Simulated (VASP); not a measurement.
A run of VASP 6.6.1 is set up as follows.

The input INCAR:

```
ALGO = Normal
EDIFF = 1E-6
ENCUT = 520
GGA = PS
ISIF = 2
ISMEAR = 0
ISPIN = 2
LASPH = True
LCHARG = False
LMAXMIX = 4
LORBIT = 11
LREAL = False
LWAVE = False
MAGMOM = 0 0.75
NBANDS = 16
NELM = 150
PREC = Accurate
SIGMA = 0.15
```

KPOINTS

```
k-points
0
Gamma
  18 18 18
```

POSCAR

```
AlFe
1.0
    2.5235350492      0.0000000000      0.0000000000
    0.0000000000      2.5235350492      0.0000000000
    0.0000000000      0.0000000000      3.0375791387
Al Fe
1 1
Direct
    0.0000000000      0.0000000000      0.0000000000
    0.5000000000      0.5000000000      0.5000000000
```

Potentials or basis: VASP PAW PBE potentials, release 64 (Al, Fe).

Launch:

```sh
$ cat potpaw_PBE.64/Al/POTCAR potpaw_PBE.64/Fe/POTCAR > POTCAR
$ mpirun -np 1 vasp_std > vasp.out
```

What does it give for the net moment?

0.00 μB per cell.

Estimate the pressure.

51.7 GPa.

Stress tensor (GPa, compression positive):
```
63.14  0.00  0.00
 0.00 63.14  0.00
 0.00  0.00 28.80
```

Caveat: the cell stands under pressure; the PAW data sets were made with another functional, which shifts forces and pressure a little.
